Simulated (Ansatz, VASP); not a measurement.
Ag: VASP beside Ansatz

```xyz
1
Lattice="0.0000 2.0010 2.0010 2.0010 0.0000 2.0010 2.0010 2.0010 0.0000" Properties=species:S:1:pos:R:3 pbc="T T T"
Ag    0.0000    0.0000    0.0000
```

Alike in both runs: functional LDA; k mesh 18 × 18 × 18; occupations fermi-dirac, width 0.08 eV; no spin polarisation.

Ansatz relaxed the structure, and its values are those at the end. VASP's run is a single point on that final structure, the one shown.

```csv
,VASP,Ansatz
version,VASP 6.6.1,Ansatz 0.2.0
potentials or method,"VASP PAW LDA potentials, release 64 (Ag)","PAW with Ansatz's default frozen-core files, scalar-relativistic"
plane-wave cutoff (eV),520,420
valence electrons in the cell,11,19
```

|  | VASP | Ansatz | Ansatz less VASP |
| --- | --- | --- | --- |
| pressure (GPa) | 0.1 | 0.0 | -0.15 |

LDA's correlation is that of Perdew and Zunger in VASP and of Perdew and Wang (1992) in Ansatz. VASP's potentials hold 11 valence electrons a cell and Ansatz's 19, so a difference there can come from the potentials and not from the codes.
